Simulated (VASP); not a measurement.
Nb:

```
Nb
1.0
    -1.46901    1.46901    1.46901
     1.46901   -1.46901    1.46901
     1.46901    1.46901   -1.46901
Nb
1
Cartesian
  0.0000 0.0000 0.0000
```

Base run:

| Item | Value |
| --- | --- |
| Program | VASP 6.6.1 |
| Functional | PBE |
| Potentials or basis | VASP PAW PBE potentials, release 64 (Nb_sv) |
| Cutoff | 520 eV |
| k mesh | 16 × 16 × 16 |
| Occupations | tetrahedron |
| Spin | no spin polarisation |

Its results: pressure 115.3 GPa.

Problem. The run is repeated on the same cell with these changes: occupations from tetrahedron to fermi-dirac, width 0.05 eV. What comes out?

Solution. Pressure 114.8 GPa.

Caveats: tetrahedron occupations give inexact forces and stress in metals (some runs).
